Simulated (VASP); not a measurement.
NaCl, 2 atoms in the cell. It takes space group Fm-3m (No. 225, cubic). Conventional cell: a = 5.026 Å, b = 5.026 Å, c = 5.026 Å, α = 90.00°, β = 90.00°, γ = 90.00°. Na (site symmetry m-3m) has 6 Cl at 2.51 Å within 3.3 Å. Within 3.3 Å of Cl (site symmetry m-3m) lie 6 Na at 2.51 Å.  This cell differs from its parent crystal: volume scaled by 0.720.

```yaml
Program: VASP 6.6.1
Task: single point
Functional: r2SCAN
Potentials_or_basis: VASP PAW PBE potentials, release 64 (Na_pv, Cl)
Cutoff: 520 eV
k_mesh: 8 × 8 × 8
Occupations: gaussian, width 0.05 eV
Spin: no spin polarisation
Dipole_correction: no
Further_INCAR_settings: ALGO = Normal; EDIFF = 1e-07; NBANDS = 14
```

Potentials or basis: VASP PAW PBE potentials, release 64 (Na_pv, Cl).

Launch:

```bash
$ cat potpaw_PBE.64/Na_pv/POTCAR potpaw_PBE.64/Cl/POTCAR > POTCAR
$ cp INCAR.step1 INCAR
$ mpirun -np 1 vasp_std > vasp.out
$ cp INCAR.step2 INCAR
$ mpirun -np 1 vasp_std > vasp.out
```

Hardware: 1 thread of Intel(R) Xeon(R) 6975P-C (Granite Rapids), on a shared host.

Task: Estimate the wall time of this run.

Result: Run time: 33 s on 1 thread of Intel(R) Xeon(R) 6975P-C (Granite Rapids), on a shared host, peak memory 0.16 GiB. Counts: k points 29.
